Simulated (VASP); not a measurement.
Runs of VASP 6.6.1 on BN. The structure is that of space group P6_3mc (No. 186), or close to it. The cells are those of the table. 

```csv
task,level,potentials or basis,cell,cutoff (eV),smearing,gap on the mesh (eV),pressure (GPa)
single point,r2SCAN,"VASP PAW PBE potentials, release 64 (B, N)","a = 2.548, b = 2.548, c = 8.375 Å, angles 90.0, 90.0, 120.0°, 8 atoms",520,fermi-dirac 0.02 eV,6.06,1.1
single point,LDA,"VASP PAW LDA potentials, release 64 (B, N)","a = 2.527, b = 2.527, c = 8.309 Å, angles 90.0, 90.0, 120.0°, 8 atoms",520,fermi-dirac 0.02 eV,5.46,(a)
single point,r2SCAN,"VASP PAW PBE potentials, release 64 (B, N)","a = 2.548, b = 2.548, c = 8.375 Å, angles 90.0, 90.0, 120.0°, 8 atoms",520,gaussian 0.01 eV,6.06,1.1
relaxation of cell and atoms,PBEsol,"VASP PAW PBE potentials, release 64 (B, N)","relaxed from a = 2.558, b = 2.558, c = 8.409 Å, angles 90.0, 90.0, 120.0°, 8 atoms",600,fermi-dirac 0.02 eV,(b),0.0
single point,PBE,"VASP PAW PBE potentials, release 64 (B, N)","a = 2.558, b = 2.558, c = 8.409 Å, angles 90.0, 90.0, 120.0°, 8 atoms",520,fermi-dirac 0.02 eV,5.49,0.3
```

Alike in all rows: no spin polarisation; k mesh 12 × 12 × 4.

**Question.** Fill in the values left out.

**Answer.** (a) 1.0; (b) 5.36.

Caveats: the PAW data sets were made with another functional, which shifts forces and pressure a little (at least some runs).

A k mesh can miss the band edges.
